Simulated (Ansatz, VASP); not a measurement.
# One calculation of LaFeGe, two programs

INCAR

```
  PREC = Accurate
  ENCUT = 520
  EDIFF = 1E-7
  ISMEAR = -1
  SIGMA = 0.05
  LREAL = F
  LASPH = T
  NELM = 150
  ALGO = Normal
  ISIF = 2
  LWAVE = F
  LCHARG = F
  ISPIN = 2
  MAGMOM = 0 0 3
  LORBIT = 11
  NUPDOWN = 3.0
  LMAXMIX = 6
  GGA = PE
  NBANDS = 28
```

The input KPOINTS:

```
regular mesh
0
Gamma
  6 6 5
```

POSCAR

```
LaFeGe
1.0
    4.2318077991      0.0000000000      0.0000000000
   -2.1159038996      3.6648530580      0.0000000000
    0.0000000000      0.0000000000      4.2857840000
La Ge Fe
1 1 1
Direct
    0.0000000000      0.0000000000      0.0000000000
    0.6666666667      0.3333333333      0.5000000000
    0.3333333333      0.6666666667      0.5000000000
```

File input.yaml:

```yaml
crystal:
  lattice:
    - [4.2318077991, 0.0, 0.0]
    - [-2.1159038996, 3.664853058, 0.0]
    - [0.0, 0.0, 4.285784]
  atoms:
    - { symbol: La, position: [0.0, 0.0, 0.0] }
    - { symbol: Ge, position: [0.6666666667, 0.3333333333, 0.5] }
    - { symbol: Fe, position: [0.3333333333, 0.6666666667, 0.5], spin: 3.0 }
hamiltonian:
  xc: pbe
  pseudopotentials: { kind: paw }
magnetization:
  spin_polarized: true
  initial_magnetization: 3.0
  spin_locking: { lock_magnetization: hard }
kpoints:
  mp_grid: { grid: [6, 6, 5] }
scf:
  occupations: { method: fermi_dirac, width: 0.05 }
  lower_state_search: "off"
output:
  forces: true
  stress: true
  eigenvalues: true
```

Alike in both runs: task single point; functional PBE; k mesh 6 × 6 × 5; occupations fermi-dirac, width 0.05 eV; collinear spin; fixed moment 3 μB.

|  | VASP | Ansatz |
| --- | --- | --- |
| version | VASP 6.6.1 | Ansatz 0.2.0 |
| potentials or method | VASP PAW PBE potentials, release 64 (La, Ge_d, Fe) | Ansatz PAW |
| plane-wave cutoff (eV) | 520 | 420 |
| valence electrons in the cell | 33 | 41 |

Ansatz gave:

```
pressure (GPa)                                                : 1.3
traceless stress, the component that is largest in VASP (GPa) : -1.55
net moment per atom (μB)                                      : 1.00
size of the moment on the site where the two differ most (μB) : 2.52
```

Problem. Estimate VASP's values.

Solution. Pressure (GPa): 1.2; traceless stress, the component that is largest in VASP (GPa): -1.61; net moment per atom (μB): 1.00; size of the moment on the site where the two differ most (μB): 2.60.

Site moments also hang on the region over which each program counts them. VASP's potentials hold 33 valence electrons a cell and Ansatz's 41, so a difference there can come from the potentials and not from the codes.

Spin-orbit coupling is off throughout.
